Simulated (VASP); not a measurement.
# TiAl (P-6m2) in VASP: a series of runs

Runs on TiAl. Level: PBEsol. Tasks: single point.

Everything below comes from runs of VASP 6.6.1. Logs are shortened: lines on timing, memory, paths and dates and some standing lists are left out, and cuts for length are marked.

## (1) The cell of the first run

It takes space group P-6m2 (No. 187, hexagonal). Conventional cell: a = 2.848 Å, b = 2.848 Å, c = 4.619 Å, α = 90.00°, β = 90.00°, γ = 120.00°. Within 3.7 Å of Ti (site symmetry -6m2) lie 6 Al at 2.83 Å and 6 Ti at 2.85 Å. Al (site symmetry -6m2) has 6 Ti at 2.83 Å and 6 Al at 2.85 Å within 3.7 Å.

## (2) Single point, PBEsol

File INCAR:

```
SYSTEM = TiAl
  ALGO = Fast
  EDIFF = 1E-7
  ENCUT = 520
  GGA = PS
  ISIF = 2
  ISMEAR = 0
  LASPH = .True.
  LCHARG = .True.
  LELF = .True.
  LREAL = .False.
  LVHAR = .True.
  LWAVE = .False.
  NBANDS = 14
  NELM = 60
  PREC = Accurate
  SIGMA = 0.15
```

File KPOINTS:

```
k-points
0
Gamma
  21 21 12
  0 0 0
```

File POSCAR:

```
TiAl
1.0
    2.8475477342      0.0000000000      0.0000000000
   -1.4237738671      2.4660486763      0.0000000000
    0.0000000000      0.0000000000      4.6191923826
Ti Al
1 1
Direct
    0.0000000000      0.0000000000      0.0000000000
    0.3333333333      0.6666666667      0.5000000000
```

Potentials or basis: VASP PAW PBE potentials, release 64 (Ti_sv, Al).

Command:

```bash
$ cat potpaw_PBE.64/Ti_sv/POTCAR potpaw_PBE.64/Al/POTCAR > POTCAR
$ mpirun -np 1 vasp_std > vasp.out
```

OUTCAR:

```text
SYSTEM = TiAl
   EDIFF = 1E-7
   ENCUT = 520
   GGA = PS
   ISIF = 2
   ISMEAR = 0
   LASPH = .True.
   LREAL = .False.
   NELM = 60
   PREC = Accurate

 ion  position               nearest neighbor table
   1  0.000  0.000  0.000-   2 2.83   2 2.83   2 2.83   2 2.83   2 2.83   2 2.83
   2  0.333  0.667  0.500-   1 2.83   1 2.83   1 2.83   1 2.83   1 2.83   1 2.83

  LATTYP: Found a hexagonal cell.
 ALAT       =     2.8475477342
 C/A-ratio  =     1.6221650395

  Lattice vectors:

 A1 = (   2.8475477342,   0.0000000000,   0.0000000000)
 A2 = (  -1.4237738671,   2.4660486763,   0.0000000000)
 A3 = (   0.0000000000,   0.0000000000,   4.6191923826)

Analysis of symmetry for initial positions (statically):
=====================================================================
 Subroutine PRICEL returns:
 Original cell was already a primitive cell.

 Routine SETGRP: Setting up the symmetry group for a
 hexagonal supercell.

 Subroutine GETGRP returns: Found 12 space group operations
 (whereof 12 operations were pure point group operations)
 out of a pool of 24 trial point group operations.

The static configuration has the point symmetry D_3h.

Analysis of symmetry for dynamics (positions and initial velocities):
=====================================================================
 Subroutine PRICEL returns:
 Original cell was already a primitive cell.

 Routine SETGRP: Setting up the symmetry group for a
 hexagonal supercell.

 Subroutine GETGRP returns: Found 12 space group operations
 (whereof 12 operations were pure point group operations)
 out of a pool of 24 trial point group operations.

The dynamic configuration has the point symmetry D_3h.

 Subroutine INISYM returns: Found 12 space group operations
 (whereof 12 operations are pure point group operations),
 and found     1 'primitive' translations

----------------------------------------------------------------------------------------

                                     Primitive cell

  volume of cell :      32.4369

  direct lattice vectors                    reciprocal lattice vectors
     2.847547734  0.000000000  0.000000000     0.351179363  0.202753500  0.000000000
    -1.423773867  2.466048676  0.000000000     0.000000000  0.405507000  0.000000000
     0.000000000  0.000000000  4.619192383     0.000000000  0.000000000  0.216488061

  length of vectors
     2.847547734  2.847547734  4.619192383     0.405507000  0.405507000  0.216488061

  position of ions in fractional coordinates (direct lattice)
     0.000000000  0.000000000  0.000000000
     0.333333333  0.666666667  0.500000000

  ion indices of the primitive-cell ions
   primitive index   ion index
                 1           1
                 2           2

----------------------------------------------------------------------------------------

 KPOINTS: k-points

Automatic generation of k-mesh.
 Grid dimensions read from file:
 generate k-points for:   21   21   12

 Generating k-lattice:

  Cartesian coordinates                     Fractional coordinates (reciprocal lattice)
     0.016722827  0.009654929  0.000000000     0.047619048  0.000000000  0.000000000
     0.000000000  0.019309857  0.000000000     0.000000000  0.047619048  0.000000000
     0.000000000  0.000000000  0.018040672     0.000000000  0.000000000  0.083333333

  Length of vectors
     0.019309857  0.019309857  0.018040672

  Shift w.r.t. Gamma in fractional coordinates (k-lattice)
     0.000000000  0.000000000  0.000000000

 Subroutine IBZKPT returns following result:
 ===========================================

 Found    336 irreducible k-points:

 Following reciprocal coordinates:
            Coordinates               Weight
  0.000000  0.000000  0.000000      1.000000
  0.047619 -0.000000  0.000000      6.000000
  0.095238  0.000000  0.000000      6.000000
  0.142857  0.000000  0.000000      6.000000
  0.190476  0.000000  0.000000      6.000000
  0.238095  0.000000  0.000000      6.000000
[... 16 lines left out ...]
  0.142857  0.095238  0.000000     12.000000
  0.190476  0.095238  0.000000     12.000000
 [... further k-points ...]
   k-points           NKPTS =    336   k-points in BZ     NKDIM =    336   number of bands    NBANDS=     14
   number of dos      NEDOS =    301   number of ions     NIONS =      2
   total plane-waves  NPLWV =  20736
   dimension x,y,z NGX =    24 NGY =   24 NGZ =   36
   dimension x,y,z NGXF=    48 NGYF=   48 NGZF=   72
   ions per type =               1   1
   NGX,Y,Z   is equivalent  to a cutoff of  14.01, 14.01, 12.96 a.u.
   NGXF,Y,Z  is equivalent  to a cutoff of  28.02, 28.02, 25.91 a.u.
 SYSTEM =  TiAl
   PREC   = accura    normal or accurate (medium, high low for compatibility)
   ISTART =      0    job   : 0-new  1-cont  2-samecut
   ICHARG =      2    charge: 1-file 2-atom 10-const
   ISPIN  =      1    spin polarized calculation?
   LNONCOLLINEAR =      F non collinear calculations
   LSORBIT =      F    spin-orbit coupling
   LASPH  =      T    aspherical Exc in radial PAW
   ENCUT  =  520.0 eV  38.22 Ry    6.18 a.u.   5.29  5.29  8.59*2*pi/ulx,y,z
   NELM   =     60;   NELMIN=  2; NELMDL= -5     # of ELM steps
   EDIFF  = 0.1E-06   stopping-criterion for ELM
   LREAL  =      F    real-space projection
   EDIFFG = 0.1E-05   stopping-criterion for IOM
   NSW    =      0    number of steps for IOM
   IBRION =     -1    ionic relax: 0-MD 1-quasi-New 2-CG
   NFREE  =      0    steps in history (QN), initial steepest desc. (CG)
   ISIF   =      2    stress and relaxation
   ISYM   =      2    0-nonsym 1-usesym 2-fastsym
   POTIM  = 0.5000    time-step for ionic-motion
   TEBEG  =    0.0;   TEEND  =   0.0 temperature during run
   PSTRESS=    0.0 pullay stress
   NELECT =      15.0000    total number of electrons
   NUPDOWN=      -1.0000    fix difference up-down
   EMIN   =  10.00;   EMAX   =-10.00  energy-range for DOS
   EFERMI =   0.00;   METHOD = LEGACY
   ISMEAR =     0;   SIGMA  =   0.15  broadening in eV -4-tet -1-fermi 0-gaus
   EFERMI_NEDOS =   21; number of points for ismear=-14 and -15
   IALGO  =     68    algorithm
   IMIX   =      4    mixing-type and parameters
     AMIX     =   0.40;   BMIX     =  1.00
     AMIX_MAG =   1.60;   BMIX_MAG =  1.00
  volume/ion in A,a.u.               =      16.22       109.45
  Fermi-wavevector in a.u.,A,eV,Ry     =   1.265977  2.392349 21.806013  1.602697
  Thomas-Fermi vector in A             =   2.399202
   LORBIT       =      0    0 simple, 1 ext, 2 COOP (PROOUT), +10 PAW based schemes
   GGA     = PS    functional components
   LHFCALC =     F    Hartree Fock is set to
   AEXX    =    0.0000 exact exchange contribution
   IVDW    =     0    specifies the selected vdW correction
   LEPSILON=     F    determine dielectric tensor
   LRPA    =     F    only Hartree local field effects (RPA)
 non-spin polarized calculation
 RMM-DIIS sequential band-by-band and
 Gauss-broadening in eV      SIGMA  =   0.15
  energy-cutoff  :      520.00
  volume of cell :       32.44
 maximum number of plane-waves:       889
 NGX is ok and might be reduce to    24
   NGX = 11   NGY = 11   NGZ = 17

 number of electron      15.0000005 magnetization

 Free energy of the ion-electron system (eV)
  ---------------------------------------------------
  ext. energy  EPLUGINS =         0.00000000
  ---------------------------------------------------
  free energy    TOTEN  =       -12.94625807 eV

  energy without entropy =      -12.91700991  energy(sigma->0) =      -12.93163399

 E-fermi :   8.0432     XC(G=0): -11.1463

 val. band max:        8.0424548093   @ k =   0.1905   0.1429   0.1667
 cond. band min:       8.0437827730   @ k =   0.4762   0.0476   0.3333
 fundamental gap:      0.0013279637
 Fermi energy:         8.0431763930

 k-point     1 :       0.0000    0.0000    0.0000
  band No.  band energies     occupation
      1     -48.1919      2.00000
      2     -24.6206      2.00000
      3     -24.1715      2.00000
      4     -24.1715      2.00000
      5      -0.9956      2.00000
      6       5.7301      2.00000
      7       6.2513      2.00000
      8       9.3482      0.00000
      9       9.3482      0.00000
     10      10.8736      0.00000
     11      10.8736      0.00000
     12      12.1369      0.00000
     13      21.0614      0.00000
     14      21.0614      0.00000

 k-point     2 :       0.0476   -0.0000    0.0000
  band No.  band energies     occupation
      1     -48.1896      2.00000
      2     -24.6183      2.00000
      3     -24.1858      2.00000
      4     -24.1747      2.00000
      5      -0.9383      2.00000
      6       5.7932      2.00000
      7       6.2563      2.00000
      8       9.2908      0.00000
      9       9.3958      0.00000
     10      10.8570      0.00000
     11      10.8872      0.00000
     12      12.1503      0.00000
     13      20.0243      0.00000
     14      20.4528      0.00000

 k-point     3 :       0.0952    0.0000    0.0000
  band No.  band energies     occupation
      1     -48.1828      2.00000
      2     -24.6117      2.00000
      3     -24.2274      2.00000
      4     -24.1841      2.00000
      5      -0.7669      2.00000
      6       5.9768      2.00000
      7       6.2707      2.00000
      8       9.1298      0.00000
      9       9.5366      0.00000
     10      10.8091      0.00000
     11      10.9297      0.00000
     12      12.1883      0.00000
     13      18.4465      0.00000
     14      19.6485      0.00000
[... 324 lines left out ...]
 k-point    23 :       0.1429    0.0952    0.0000
  band No.  band energies     occupation
      1     -48.1533      2.00000
      2     -24.5827      2.00000
      3     -24.3984      2.00000
      4     -24.2328      2.00000
      5       0.0750      2.00000
      6       6.3385      2.00000
      7       6.7644      2.00000
      8       8.4879      0.00003
      9      10.2164      0.00000
     10      10.5202      0.00000
     11      11.2449      0.00000
     12      12.3361      0.00000
     13      15.4237      0.00000
     14      16.4893      0.00000

 k-point    24 :       0.1905    0.0952    0.0000
  band No.  band energies     occupation
      1     -48.1387      2.00000
      2     -24.5684      2.00000
      3     -24.4804      2.00000
      4     -24.2577      2.00000
      5       0.5687      2.00000
      6       6.3766      2.00000
      7       7.0886      2.00000
      8       8.2454      0.05653
      9      10.3640      0.00000
     10      10.5507      0.00000
     11      11.4513      0.00000
     12      12.3780      0.00000
     13      14.1979      0.00000
     14      15.9206      0.00000

 [... further k-points ...]
[... 5 lines left out ...]
  --------------------------------------------------------------------------------------
  -------------------------------------------------------------------------------------
  Total        0.0156568      0.0156568      0.0036280      0.0000000      0.0000000      0.0000000
  in kB        0.7733497      0.7733497      0.1792026      0.0000000      0.0000000      0.0000000
  external PRESSURE =       0.5753007 kB  Pullay stress =       0.0000000 kB

 VOLUME and BASIS-vectors are now :
 -----------------------------------------------------------------------------
  energy-cutoff  :      520.00
  volume of cell :       32.44
      direct lattice vectors                 reciprocal lattice vectors
     2.847547734  0.000000000  0.000000000     0.351179363  0.202753500  0.000000000
    -1.423773867  2.466048676  0.000000000     0.000000000  0.405507000  0.000000000
     0.000000000  0.000000000  4.619192383     0.000000000  0.000000000  0.216488061

 POSITION                                       TOTAL-FORCE (eV/Angst)
 -----------------------------------------------------------------------------------
      0.00000      0.00000      0.00000         0.000000      0.000000      0.000000
     -0.00000      1.64403      2.30960        -0.000000      0.000000      0.000000
 -----------------------------------------------------------------------------------
    total drift:                                0.000000     -0.000000      0.000000

  FREE ENERGIE OF THE ION-ELECTRON SYSTEM (eV)
  ---------------------------------------------------
  free  energy   TOTEN  =       -12.9462580676 eV

  energy  without entropy=      -12.9170099071  energy(sigma->0) =      -12.93163399
```

Run time: 7.4 min. Hardware: 1 thread of Intel Xeon Platinum 8175M at 2.50GHz (Skylake/Cascade Lake), shared host; peak memory 0.28 GiB.

Results:

- Free energy: -12.9463 eV
- Pressure: 0.1 GPa

Levels at points of the mesh, in eV from the Fermi level:
```tsv
k point	band 3	band 4	band 5	band 6	band 7	band 8	band 9	band 10	band 11	band 12
(0.00, 0.00, 0.00)	-32.21	-32.21	-9.04	-2.31	-1.79	1.31	1.31	2.83	2.83	4.09
(0.00, 0.00, 0.50)	-32.21	-32.21	-8.10	-5.33	-0.42	1.32	1.32	2.75	2.75	6.96
```

Caveat: the PAW data sets were made with another functional, which shifts forces and pressure a little.

## (3) Single point, PBEsol

File INCAR:

```
PREC     = Accurate       # precision mode
ENCUT    = 520            # plane-wave cutoff, eV
EDIFF    = 1E-6           # SCF threshold, eV
ISMEAR   = 0              # smearing method
SIGMA    = 0.1            # smearing width, eV
LREAL    = F              # projectors in reciprocal space
LASPH    = T              # aspherical terms in the spheres
NELM     = 80             # most SCF steps
ALGO     = Fast           # electronic algorithm
ISIF     = 2              # what is computed and relaxed
LWAVE    = F              # write WAVECAR
LCHARG   = F              # write CHGCAR
GGA      = PS             # functional
NBANDS   = 14             # bands
```

File KPOINTS:

```
regular mesh
0
Gamma
  18 18 10
```

File POSCAR:

```
TiAl
1.0
    2.8475477334      0.0000000000      0.0000000000
   -1.4237738667      2.4660486756      0.0000000000
    0.0000000000      0.0000000000      4.6191923846
Ti Al
1 1
Direct
    0.0000000000      0.0000000000      0.0000000000
    0.3333333333      0.6666666667      0.5000000000
```

Potentials or basis: VASP PAW PBE potentials, release 64 (Ti_sv, Al).

Command:

```bash
$ cat potpaw_PBE.64/Ti_sv/POTCAR potpaw_PBE.64/Al/POTCAR > POTCAR
$ mpirun -np 1 vasp_std > vasp.out
```

Run time: 4.4 min. Hardware: 1 thread of Intel Xeon 8259CL, shared host; peak memory 0.24 GiB.

The run converged. Its results:

```
Free energy : -12.9396 eV
Pressure    : 0.0 GPa
```

Stress tensor (GPa, compression positive):
```
-0.02  0.00  0.00
 0.00 -0.02  0.00
 0.00  0.00  0.10
```

Levels at points of the mesh, in eV from the Fermi level:
| k point | band 5 | band 6 | band 7 | band 8 | band 9 | band 10 |
| --- | --- | --- | --- | --- | --- | --- |
| (0.00, 0.00, 0.00) | -9.03 | -2.31 | -1.78 | 1.31 | 1.31 | 2.84 |
| (0.50, 0.00, 0.00) | -3.76 | -2.82 | -1.58 | -1.01 | 2.14 | 4.08 |
| (0.00, 0.00, 0.50) | -8.09 | -5.32 | -0.42 | 1.32 | 1.32 | 2.75 |
| (0.50, 0.00, 0.50) | -3.72 | -2.40 | -1.87 | 0.58 | 0.98 | 1.93 |

Caveat: the PAW data sets were made with another functional, which shifts forces and pressure a little.

## (4) Single point, PBEsol

File INCAR:

```
SYSTEM = TiAl
PREC = Accurate
ENCUT = 520
EDIFF = 1E-6
ISMEAR = 0
SIGMA = 0.15
LREAL = .False.
LASPH = .True.
NELM = 80
ALGO = Normal
ISIF = 2
LWAVE = .False.
LCHARG = .True.
GGA = PS
LELF = .True.
LVHAR = .True.
NBANDS = 14
```

File KPOINTS:

```
Automatic mesh
0
Gamma
  18 18 10
  0 0 0
```

POSCAR is that of step 3.

Command:

```bash
$ cat potpaw_PBE.64/Ti_sv/POTCAR potpaw_PBE.64/Al/POTCAR > POTCAR
$ mpirun -np 1 vasp_std > vasp.out
```

Wall time 1.8 min (1 thread of Intel Xeon 8259CL, shared host); peak memory 0.23 GiB.

Results (log left out):

```
Free energy : -12.9474 eV
Pressure    : 0.1 GPa
```

Levels at points of the mesh, in eV from the Fermi level:
| k point | band 3 | band 4 | band 5 | band 6 | band 7 | band 8 | band 9 | band 10 | band 11 | band 12 |
| --- | --- | --- | --- | --- | --- | --- | --- | --- | --- | --- |
| (0.00, 0.00, 0.00) | -32.21 | -32.21 | -9.04 | -2.31 | -1.79 | 1.31 | 1.31 | 2.83 | 2.83 | 4.10 |
| (0.50, 0.00, 0.00) | -32.56 | -32.36 | -3.77 | -2.82 | -1.59 | -1.02 | 2.14 | 4.07 | 4.21 | 4.24 |
| (0.00, 0.00, 0.50) | -32.21 | -32.21 | -8.10 | -5.32 | -0.42 | 1.32 | 1.32 | 2.75 | 2.75 | 6.97 |
| (0.50, 0.00, 0.50) | -32.56 | -32.36 | -3.72 | -2.41 | -1.87 | 0.57 | 0.98 | 1.93 | 3.07 | 4.08 |

Caveat: the PAW data sets were made with another functional, which shifts forces and pressure a little.

[end of part 1 of 2]
